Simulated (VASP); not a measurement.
WC, 16 atoms in the cell. The cell holds a slab with vacuum, 16 atoms: a = 5.687 Å, b = 5.687 Å, c = 16.189 Å, α = 90.00°, β = 90.00°, γ = 120.00°. 

- Program: VASP 6.6.1
- Task: single point
- Functional: PBE
- Potentials or basis: VASP PAW PBE potentials, release 64 (W_sv, C)
- Cutoff: 520 eV
- k mesh: 3 × 3 × 1
- Occupations: fermi-dirac, width 0.1 eV
- Spin: no spin polarisation
- Dipole correction: no
- Further INCAR settings: LREAL = Auto; ALGO = Normal; EDIFF = 1e-06; NBANDS = 86

Potentials or basis: VASP PAW PBE potentials, release 64 (W_sv, C).

Run with:

```console
$ cat potpaw_PBE.64/W_sv/POTCAR potpaw_PBE.64/C/POTCAR > POTCAR
$ mpirun -np 1 vasp_std > vasp.out
```

Hardware: 1 thread of Intel(R) Xeon(R) 6975P-C (Granite Rapids), on a shared host.

Estimate the wall time of this run.

Run time: 4.9 min on 1 thread of Intel(R) Xeon(R) 6975P-C (Granite Rapids) (shared host), peak memory 0.52 GiB. Counts: scf iterations 29, k points 5.
